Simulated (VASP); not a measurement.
Al2Cu:

```
CELL_PARAMETERS angstrom
-2.05706 2.05706 2.88861
2.05706 -2.05706 2.88861
2.05706 2.05706 -2.88861
ATOMIC_POSITIONS crystal
Cu 0.50000 0.50000 0.00000
Al 0.25000 0.75000 0.50000
Al 0.75000 0.25000 0.50000
```

Program: VASP 6.6.1. Alike in all runs: task single point; no spin polarisation; cell as given; k mesh 9 × 9 × 9; cutoff (eV) 520; smearing fermi-dirac 0.05 eV.

Q: Order these runs on this cell by their pressure, lowest first.
A. level r2SCAN; potentials or basis VASP PAW PBE potentials, release 64 (Cu, Al)
B. level PBE; potentials or basis VASP PAW PBE potentials, release 64 (Cu, Al)
C. level LDA; potentials or basis VASP PAW LDA potentials, release 64 (Cu, Al)

A: C (-6.3 GPa), A (-3.6 GPa), B (-0.9 GPa).

Caveats: the PAW data sets were made with another functional, which shifts forces and pressure a little (some runs).
